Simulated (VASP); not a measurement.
Wanted: the native input for a VASP 6.6.1 run.

| Property | Result |
| --- | --- |
| Task | relaxation of cell and atoms |
| Functional | PBE |
| Potentials or basis | VASP PAW PBE potentials, release 64 (W_sv) |
| Cutoff | 600 eV |
| k mesh | 24 × 24 × 24 |
| Occupations | gaussian, width 0.1 eV |
| Spin | no spin polarisation |
| Dipole correction | no |
| Further INCAR settings | ALGO = Normal; EDIFF = 1e-07; IBRION = 2; EDIFFG = -0.01; NSW = 100; ISIF = 3 |

The structure of W lies in POSCAR:

```
W
1.0
   -1.5924141632      1.5924141632      1.5924141632
    1.5924141632     -1.5924141632      1.5924141632
    1.5924141632      1.5924141632     -1.5924141632
W
1
Direct
    0.0000000000      0.0000000000      0.0000000000
```

One way to write it, as run:

INCAR

```
ALGO     = Normal         # electronic algorithm
EDIFF    = 1E-7           # SCF threshold, eV
EDIFFG   = -0.01          # ionic threshold
ENCUT    = 600            # plane-wave cutoff, eV
GGA      = PE             # functional
IBRION   = 2              # ionic algorithm
ISIF     = 3              # what is computed and relaxed
ISMEAR   = 0              # smearing method
LASPH    = T              # aspherical terms in the spheres
LCHARG   = F              # write CHGCAR
LREAL    = F              # projectors in reciprocal space
LWAVE    = F              # write WAVECAR
NELM     = 60             # most SCF steps
NSW      = 100            # ionic steps
PREC     = Accurate       # precision mode
SIGMA    = 0.1            # smearing width, eV
```

KPOINTS

```
k-points
0
Gamma
  24 24 24
```

Potentials or basis: VASP PAW PBE potentials, release 64 (W_sv).

Launch:

```sh
$ cat potpaw_PBE.64/W_sv/POTCAR > POTCAR
$ mpirun -np 1 vasp_std > vasp.out
```

It gave:

- Relaxed volume: 16.16 Å³/atom
- Relaxed cell: a = 2.759 Å, b = 2.759 Å, c = 2.759 Å, α = 109.47°, β = 109.47°, γ = 109.47°
- Space group after relaxing (to 0.1 Å): Im-3m (No. 229)
- Energy gained by relaxing: 0.0 meV/atom
- Ionic steps: 3
- Pressure after relaxing: 0.0 GPa
- Band gap on the k mesh: zero (bands 7 and 8 overlap by 6.22 eV)

Caveat: spin-orbit coupling is left out, which moves the levels of the heavy elements.

Wall time 46 s on 1 thread of Intel(R) Xeon(R) 6975P-C (Granite Rapids), on a shared host, peak memory 0.22 GiB.
